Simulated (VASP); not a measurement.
Here is a VASP 6.6.1 calculation.

Contents of INCAR:

```
  PREC = Accurate
  ENCUT = 520
  EDIFF = 1E-6
  ISMEAR = 0
  SIGMA = 0.05
  LREAL = F
  LASPH = T
  NELM = 60
  ALGO = Normal
  ISIF = 2
  LWAVE = F
  LCHARG = F
  GGA = PE
  NBANDS = 26
```

KPOINTS

```
regular mesh
0
Gamma
  9 9 9
```

The input POSCAR:

```
GaP
1.0
    1.8825209540      1.0868739795      5.7551175591
   -1.8825209540      1.0868739795      5.7551175591
    0.0000000000     -2.1737479591      5.7551175591
Ga P
2 2
Direct
    0.4355841032      0.4355841032      0.4355841032
    0.5644158968      0.5644158968      0.5644158968
    0.0575077006      0.0575077006      0.0575077006
    0.9424922994      0.9424922994      0.9424922994
```

Potentials or basis: VASP PAW PBE potentials, release 64 (Ga_d, P).

Command:

```bash
$ cat potpaw_PBE.64/Ga_d/POTCAR potpaw_PBE.64/P/POTCAR > POTCAR
$ mpirun -np 1 vasp_std > vasp.out
```

(1) Estimate the band gap on the k mesh.

(2) Predict the largest force.

## Answers

(1) 0.72 eV (least direct gap 0.84 eV).

(2) 2.870 eV/Å.

Caveat: an odd mesh through Γ misses points on the zone boundary, where band edges can lie; forces of over 1 eV/Å act on the atoms, so gaps and moduli don't describe the material at rest.
